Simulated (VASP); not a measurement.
Al2BiN, 4 atoms in the cell. The structure is tetragonal, space group P-4m2 (No. 115). Conventional cell: a = 3.482 Å, b = 3.482 Å, c = 6.099 Å, α = 90.00°, β = 90.00°, γ = 90.00°. N (site symmetry -4m2) has 4 Al at 1.91 Å within 2.5 Å. Within 2.5 Å of Al (site symmetry 2mm) lie 2 N at 1.91 Å. Bi (site symmetry -4m2) has 4 Al at 2.86 Å and 4 Bi at 3.48 Å within 3.8 Å. 

| Quantity | Value |
| --- | --- |
| Program | VASP 6.6.1 |
| Task | single point |
| Functional | r2SCAN |
| Potentials or basis | VASP PAW PBE potentials, release 64 (N, Al, Bi_d) |
| Cutoff | 520 eV |
| k mesh | 6 × 6 × 4 |
| Occupations | fermi-dirac, width 0.02 eV |
| Spin | no spin polarisation |
| Dipole correction | no |
| Further INCAR settings | ALGO = Normal; EDIFF = 1e-07; NBANDS = 21 |

Potentials or basis: VASP PAW PBE potentials, release 64 (N, Al, Bi_d).

The run is started by

```console
$ cat potpaw_PBE.64/N/POTCAR potpaw_PBE.64/Al/POTCAR potpaw_PBE.64/Bi_d/POTCAR > POTCAR
$ cp INCAR.step1 INCAR
$ mpirun -np 1 vasp_std > vasp.out
$ cp INCAR.step2 INCAR
$ mpirun -np 1 vasp_std > vasp.out
```

Hardware: 1 thread of Intel(R) Xeon(R) Platinum 8559C (Emerald Rapids), with other jobs on the host.

Task: How long does it take, and how much memory?

Result: Run time: 100 s on 1 thread of Intel(R) Xeon(R) Platinum 8559C (Emerald Rapids) (shared host), peak memory 0.21 GiB. Counts: k points 30.
